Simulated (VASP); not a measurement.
Set up this calculation in VASP 6.6.1, as the native input.

| Quantity | Value |
| --- | --- |
| Task | single point |
| Functional | PBE |
| Potentials or basis | VASP PAW PBE potentials, release 64 (I) |
| Cutoff | 520 eV |
| k mesh | 12 × 12 × 7 |
| Occupations | fermi-dirac, width 0.08 eV |
| Spin | no spin polarisation |
| Dipole correction | no |
| Further INCAR settings | ALGO = Normal; EDIFF = 1e-06; NBANDS = 14 |

The structure of I lies in POSCAR:

```
I
1.0
    3.5661611187      0.0000000000      0.0000000000
   -1.7830805593      3.0883861228      0.0000000000
    0.0000000000      0.0000000000      4.9219372801
I
2
Direct
    0.3333333333      0.6666666667      0.2500000000
    0.6666666667      0.3333333333      0.7500000000
```

This cell differs from its parent crystal: volume scaled by 0.7.

These files were run (other wordings do the same):

INCAR

```
SYSTEM = I
PREC = Accurate ; ENCUT = 520
EDIFF = 1E-6 ; ISMEAR = -1
SIGMA = 0.08 ; LREAL = .False.
LASPH = .True. ; NELM = 100
ALGO = Normal ; ISIF = 2
LWAVE = .False. ; LCHARG = .True.
GGA = PE ; LELF = .True.
LVHAR = .True. ; NBANDS = 14
```

KPOINTS

```
Automatic mesh
0
Gamma
  12 12 7
  0 0 0
```

Potentials or basis: VASP PAW PBE potentials, release 64 (I).

Launch:

```bash
$ cat potpaw_PBE.64/I/POTCAR > POTCAR
$ mpirun -np 1 vasp_std > vasp.out
```

Results of the run:

```yaml
Pressure: 14.7 GPa
Band_gap_on_the_k_mesh: zero (band 7 reaches 9.24 eV, above the bottom of band 8 at 6.58 eV)
```

Caveat: spin-orbit coupling is left out, which moves the levels of the heavy elements.

Wall time 29 s on 1 thread of Intel(R) Xeon(R) 6975P-C (Granite Rapids) (shared host), peak memory 0.2 GiB.
